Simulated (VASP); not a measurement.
# CoO (P3m1) in VASP: further runs

Runs on CoO. Level: r2SCAN. Tasks: single point.

Everything below comes from runs of VASP 6.6.1. Logs are shortened: lines on timing, memory, paths and dates and some standing lists are left out, and cuts for length are marked.

### 1 The cell of the first run

The typed cell holds 4 atoms: a = 3.219 Å, b = 3.219 Å, c = 5.263 Å, α = 90.00°, β = 90.00°, γ = 120.00°.

### 2 Single point, r2SCAN, collinear spin, ferromagnetic start

Contents of POSCAR:

```
CoO
1.0
    3.2188228225      0.0000000000      0.0000000000
   -1.6094114113      2.7875823346      0.0000000000
    0.0000000000      0.0000000000      5.2633379358
Co O
2 2
Direct
    0.3333333333      0.6666666667      0.5033624100
    0.0000000000      0.0000000000      0.0034741400
    0.3333333333      0.6666666667      0.8715556000
    0.0000000000      0.0000000000      0.3716088500
```

Contents of INCAR.step1:

```
PREC = Accurate
ENCUT = 520
ISMEAR = -1
SIGMA = 0.05
LREAL = False
LASPH = True
NELM = 150
ISPIN = 2
MAGMOM = 2 2 0 0
LMAXMIX = 4
NBANDS = 27
GGA = PE
ALGO = Normal
EDIFF = 1E-4
LWAVE = True
LCHARG = False
```

Contents of INCAR.step2:

```
PREC = Accurate
ENCUT = 520
EDIFF = 1E-6
ISMEAR = -1
SIGMA = 0.05
LREAL = False
LASPH = True
NELM = 150
ALGO = Normal
ISIF = 2
LWAVE = False
LCHARG = False
ISPIN = 2
MAGMOM = 2 2 0 0
LORBIT = 11
LMAXMIX = 4
METAGGA = R2SCAN
LMIXTAU = True
NBANDS = 27
ISTART = 1
```

Contents of KPOINTS:

```
Automatic mesh
0
Gamma
  10 10 5
```

Potentials or basis: VASP PAW PBE potentials, release 64 (Co, O).

The run is started by

```
$ cat potpaw_PBE.64/Co/POTCAR potpaw_PBE.64/O/POTCAR > POTCAR
$ cp INCAR.step1 INCAR
$ mpirun -np 1 vasp_std > vasp.out
$ cp INCAR.step2 INCAR
$ mpirun -np 1 vasp_std > vasp.out
```

OUTCAR:

```text
PREC = Accurate
   ENCUT = 520
   EDIFF = 1E-6
   ISMEAR = -1
   LREAL = False
   LASPH = True
   NELM = 150
   ISIF = 2
   ISPIN = 2
   LORBIT = 11
   METAGGA = R2SCAN
   ISTART = 1

 ion  position               nearest neighbor table
   1  0.333  0.667  0.503-   3 1.94   4 1.98   4 1.98   4 1.98
   2  0.000  0.000  0.003-   4 1.94   3 1.98   3 1.98   3 1.98
   3  0.333  0.667  0.872-   1 1.94   2 1.98   2 1.98   2 1.98
   4  0.000  0.000  0.372-   2 1.94   1 1.98   1 1.98   1 1.98

  LATTYP: Found a hexagonal cell.
 ALAT       =     3.2188228225
 C/A-ratio  =     1.6351747909

  Lattice vectors:

 A1 = (   3.2188228225,   0.0000000000,   0.0000000000)
 A2 = (  -1.6094114113,   2.7875823346,   0.0000000000)
 A3 = (   0.0000000000,   0.0000000000,   5.2633379358)

Analysis of symmetry for initial positions (statically):
=====================================================================
 Subroutine PRICEL returns:
 Original cell was already a primitive cell.

 Routine SETGRP: Setting up the symmetry group for a
 hexagonal supercell.

 Subroutine GETGRP returns: Found  6 space group operations
 (whereof  6 operations were pure point group operations)
 out of a pool of 24 trial point group operations.

The static configuration has the point symmetry C_3v.

Analysis of symmetry for dynamics (positions and initial velocities):
=====================================================================
 Subroutine PRICEL returns:
 Original cell was already a primitive cell.

 Routine SETGRP: Setting up the symmetry group for a
 hexagonal supercell.

 Subroutine GETGRP returns: Found  6 space group operations
 (whereof  6 operations were pure point group operations)
 out of a pool of 24 trial point group operations.

The dynamic configuration has the point symmetry C_3v.

Analysis of structural, dynamic, and magnetic symmetry:
=====================================================================
 Subroutine PRICEL returns:
 Original cell was already a primitive cell.

 Routine SETGRP: Setting up the symmetry group for a
 hexagonal supercell.

 Subroutine GETGRP returns: Found  6 space group operations
 (whereof  6 operations were pure point group operations)
 out of a pool of 24 trial point group operations.

The overall configuration has the point symmetry C_3v.

 Subroutine INISYM returns: Found  6 space group operations
 (whereof  6 operations are pure point group operations),
 and found     1 'primitive' translations

[... 119 lines left out ...]
  volume/ion in A,a.u.               =      11.81        79.68
  Fermi-wavevector in a.u.,A,eV,Ry     =   1.407300  2.659411 26.946233  1.980492
  Thomas-Fermi vector in A             =   2.529573
   LORBIT       =     11    0 simple, 1 ext, 2 COOP (PROOUT), +10 PAW based schemes
   METAGGA = R2SCAN    functional components
   LHFCALC =     F    Hartree Fock is set to
   AEXX    =    0.0000 exact exchange contribution
   IVDW    =     0    specifies the selected vdW correction
   LEPSILON=     F    determine dielectric tensor
   LRPA    =     F    only Hartree local field effects (RPA)
 spin polarized calculation
  energy-cutoff  :      520.00
  volume of cell :       47.23
 maximum number of plane-waves:      1290
   NGX = 11   NGY = 11   NGZ = 19

 number of electron      30.0000005 magnetization       6.0001262

 Free energy of the ion-electron system (eV)
  ---------------------------------------------------
  ext. energy  EPLUGINS =         0.00000000
  ---------------------------------------------------
  free energy    TOTEN  =       -42.77687016 eV

  energy without entropy =      -42.77681635  energy(sigma->0) =      -42.77684325

 E-fermi :   5.7782     XC(G=0): -11.6380

 val. band max:        5.4061538986   @ k =   0.0000   0.0000   0.0000
 cond. band min:       5.9419341670   @ k =   0.0000   0.0000   0.0000
 fundamental gap:      0.5357802685
 Fermi energy:         5.7782413029

 spin component 1

 k-point     1 :       0.0000    0.0000    0.0000
  band No.  band energies     occupation
      1     -15.1905      1.00000
      2     -14.6089      1.00000
      3      -1.3868      1.00000
      4      -0.8737      1.00000
      5      -0.7233      1.00000
      6      -0.7232      1.00000
[... 709 lines left out ...]
     26      20.0886      0.00000
     27      21.3690      0.00000

 [... further k-points ...]

 spin component 2

 k-point     1 :       0.0000    0.0000    0.0000
  band No.  band energies     occupation
      1     -14.6289      1.00000
      2     -13.9959      1.00000
      3      -0.8107      1.00000
      4       0.9295      1.00000
      5       1.0997      1.00000
      6       1.0997      1.00000
[... 709 lines left out ...]
     26      20.9553      0.00000
     27      22.4086      0.00000

 [... further k-points ...]
[... 5 lines left out ...]
  --------------------------------------------------------------------------------------
  -------------------------------------------------------------------------------------
  Total       -0.4970452     -0.4970452      0.1145093      0.0000000      0.0000000      0.0000000
  in kB      -16.8624420    -16.8624420      3.8847709      0.0000000      0.0000000      0.0000000
  external PRESSURE =      -9.9467044 kB  Pullay stress =       0.0000000 kB

 VOLUME and BASIS-vectors are now :
 -----------------------------------------------------------------------------
  energy-cutoff  :      520.00
  volume of cell :       47.23
      direct lattice vectors                 reciprocal lattice vectors
     3.218822822  0.000000000  0.000000000     0.310672583  0.179366899  0.000000000
    -1.609411411  2.787582335  0.000000000     0.000000000  0.358733799  0.000000000
     0.000000000  0.000000000  5.263337936     0.000000000  0.000000000  0.189993501

 POSITION                                       TOTAL-FORCE (eV/Angst)
 -----------------------------------------------------------------------------------
     -0.00000      1.85839      2.64937        -0.000000      0.000000     -0.431682
      0.00000      0.00000      0.01829         0.000000     -0.000000     -0.441154
     -0.00000      1.85839      4.58729        -0.000000      0.000000      0.437583
      0.00000      0.00000      1.95590        -0.000000      0.000000      0.435253
 -----------------------------------------------------------------------------------
    total drift:                               -0.000000     -0.000001     -0.050466

  FREE ENERGIE OF THE ION-ELECTRON SYSTEM (eV)
  ---------------------------------------------------
  free  energy   TOTEN  =       -42.7768701577 eV

  energy  without entropy=      -42.7768163453  energy(sigma->0) =      -42.77684325

 total charge

# of ion       s       p       d       tot
------------------------------------------
    1        0.349   0.437   7.135   7.921
    2        0.349   0.437   7.135   7.921
    3        1.552   3.491   0.000   5.043
    4        1.552   3.491   0.000   5.043
--------------------------------------------------
tot          3.802   7.855  14.270  25.928

 magnetization (x)

# of ion       s       p       d       tot
------------------------------------------
    1        0.022   0.061   2.556   2.639
    2        0.022   0.061   2.556   2.639
    3        0.021   0.240   0.000   0.261
    4        0.021   0.240   0.000   0.261
--------------------------------------------------
tot          0.087   0.602   5.112   5.800
```

OSZICAR.step1:

```text
N       E                     dE             d eps       ncg     rms          rms(c)
DAV:   1     0.249793543940E+03    0.24979E+03   -0.13545E+04  6296   0.129E+03
DAV:   2    -0.416316187566E+01   -0.25396E+03   -0.22732E+03  6481   0.308E+02
DAV:   3    -0.314414457929E+02   -0.27278E+02   -0.25844E+02  6859   0.114E+02
DAV:   4    -0.320685833018E+02   -0.62714E+00   -0.62495E+00  6963   0.179E+01
DAV:   5    -0.320890204794E+02   -0.20437E-01   -0.20433E-01  8284   0.303E+00    0.250E+01
DAV:   6    -0.310872383453E+02    0.10018E+01   -0.45018E+01  8236   0.950E+01    0.346E+01
DAV:   7    -0.264919873827E+02    0.45953E+01   -0.14594E+01  7340   0.794E+01    0.111E+01
DAV:   8    -0.266626469371E+02   -0.17066E+00   -0.21062E+00  8029   0.113E+01    0.616E+00
DAV:   9    -0.266828414713E+02   -0.20195E-01   -0.16209E+00  9543   0.178E+01    0.588E+00
DAV:  10    -0.266317019211E+02    0.51140E-01   -0.12742E+00  9403   0.146E+01    0.271E+00
DAV:  11    -0.266325808139E+02   -0.87889E-03   -0.11398E-01  8894   0.494E+00    0.109E+00
DAV:  12    -0.266249925635E+02    0.75883E-02   -0.31249E-02  9353   0.229E+00    0.302E-01
DAV:  13    -0.266255917761E+02   -0.59921E-03   -0.54414E-03  7867   0.645E-01    0.193E-01
DAV:  14    -0.266255500724E+02    0.41704E-04   -0.64730E-04  7032   0.277E-01
   1 F= -.26625550E+02 E0= -.26617917E+02  d E =-.152652E-01  mag=     5.8941
```

Wall time 5.2 min (1 thread of AMD EPYC 9R45 (Zen 5), shared host); peak memory 0.23 GiB.

What came out:

| Quantity | Value |
| --- | --- |
| Free energy | -42.7769 eV |
| Pressure | -1.0 GPa |
| Largest force | 0.441 eV/Å |
| Band gap on the k mesh | 0.54 eV |
| Net moment | 6.00 μB per cell |
| Site moments | Co +2.64; O +0.26 μB |
| Valence electrons inside the program's atomic spheres | Co 7.92; O 5.04 |

Forces on the atoms (eV/Å):
```
Co   0.000  0.000 -0.432
Co   0.000  0.000 -0.441
O    0.000  0.000  0.438
O    0.000  0.000  0.435
```

Levels at points of the mesh, in eV from the valence-band top:
Spin up:
```tsv
k point	band 15	band 16	band 17	band 18	band 19	band 20	band 21	band 22
(0.00, 0.00, 0.00)	-0.78	-0.09	0.00	0.00	0.54	5.93	7.55	14.14
(0.50, 0.00, 0.00)	-2.01	-1.75	-0.67	-0.66	6.14	6.45	7.47	9.83
```
Spin down:
```
           k point  band 8  band 9  band 10  band 11  band 12  band 13  band 14  band 15  band 16  band 17
(0.00, 0.00, 0.00)   -4.23   -0.91    -0.91    -0.17    -0.17     1.29     1.51     2.78     2.78     3.72
(0.50, 0.00, 0.00)   -4.05   -0.64    -0.29    -0.28    -0.15     1.11     1.50     1.89     2.17     2.62
```

Caveat: semilocal functionals underestimate gaps, and a narrow one can read as zero; the PAW data sets were made with another functional, which shifts forces and pressure a little.

### 3 Single point, r2SCAN, collinear spin, ferromagnetic start

This run uses another cell than the first one, of 12.04 Å³/atom.

Contents of POSCAR:

```
CoO
1.0
    3.2397248551      0.0000000000      0.0000000000
   -1.6198624276      2.8056840258      0.0000000000
    0.0000000000      0.0000000000      5.2975164125
Co O
2 2
Direct
    0.3333333333      0.6666666667      0.5033624100
    0.0000000000      0.0000000000      0.0034741400
    0.3333333333      0.6666666667      0.8715556000
    0.0000000000      0.0000000000      0.3716088500
```

Contents of INCAR.step1:

```
  PREC = Accurate
  ENCUT = 520
  ISMEAR = -1
  SIGMA = 0.05
  LREAL = False
  LASPH = True
  NELM = 150
  ISPIN = 2
  MAGMOM = 2 2 0 0
  LMAXMIX = 4
  NBANDS = 27
  GGA = PE
  ALGO = Normal
  EDIFF = 1E-4
  LWAVE = True
  LCHARG = False
```

Contents of INCAR.step2:

```
  PREC = Accurate
  ENCUT = 520
  EDIFF = 1E-7
  ISMEAR = -1
  SIGMA = 0.05
  LREAL = False
  LASPH = True
  NELM = 150
  ALGO = Normal
  ISIF = 2
  LWAVE = False
  LCHARG = True
  ISPIN = 2
  MAGMOM = 2 2 0 0
  LORBIT = 11
  LMAXMIX = 4
  METAGGA = R2SCAN
  LMIXTAU = True
  LELF = True
  LVHAR = True
  NBANDS = 27
  ISTART = 1
```

KPOINTS is that of step 2.

Potentials or basis: VASP PAW PBE potentials, release 64 (Co, O).

The run is started by

```
$ cat potpaw_PBE.64/Co/POTCAR potpaw_PBE.64/O/POTCAR > POTCAR
$ cp INCAR.step1 INCAR
$ mpirun -np 1 vasp_std > vasp.out
$ cp INCAR.step2 INCAR
$ mpirun -np 1 vasp_std > vasp.out
```

Wall time 5.4 min (1 thread of AMD EPYC 9R45 (Zen 5), shared host); peak memory 0.23 GiB.

Results (log left out):

- Free energy: -42.7643 eV
- Pressure: -3.7 GPa
- Largest force: 0.420 eV/Å
- Band gap on the k mesh: 0.53 eV (least direct gap 0.55 eV)
- Net moment: 6.00 μB per cell
- Site moments: Co +2.64; O +0.26 μB
- Valence electrons inside the program's atomic spheres: Co 7.89; O 5.03

Forces in eV/Å, atoms in the order of the input:
```
Co   0.000  0.000 -0.411
Co   0.000  0.000 -0.420
O    0.000  0.000  0.417
O    0.000  0.000  0.415
```

Stress tensor (GPa, compression positive):
```
-4.29  0.00  0.00
 0.00 -4.29  0.00
 0.00  0.00 -2.66
```

Levels at points of the mesh, in eV from the valence-band top:
Spin up:
```tsv
k point	band 16	band 17	band 18	band 19	band 20	band 21
(0.00, 0.00, 0.00)	-0.11	-0.03	-0.03	0.53	5.86	7.50
(0.50, 0.00, 0.00)	-1.74	-0.67	-0.67	6.07	6.41	7.44
```
Spin down:
```tsv
k point	band 9	band 10	band 11	band 12	band 13	band 14	band 15	band 16
(0.00, 0.00, 0.00)	-0.87	-0.87	-0.16	-0.16	1.28	1.54	2.78	2.78
(0.50, 0.00, 0.00)	-0.60	-0.28	-0.27	-0.12	1.16	1.54	1.91	2.19
```

Caveat: the cell stands under tension; semilocal functionals underestimate gaps, and a narrow one can read as zero; the PAW data sets were made with another functional, which shifts forces and pressure a little. A k mesh can miss the band edges.

[end of part 1 of 2]
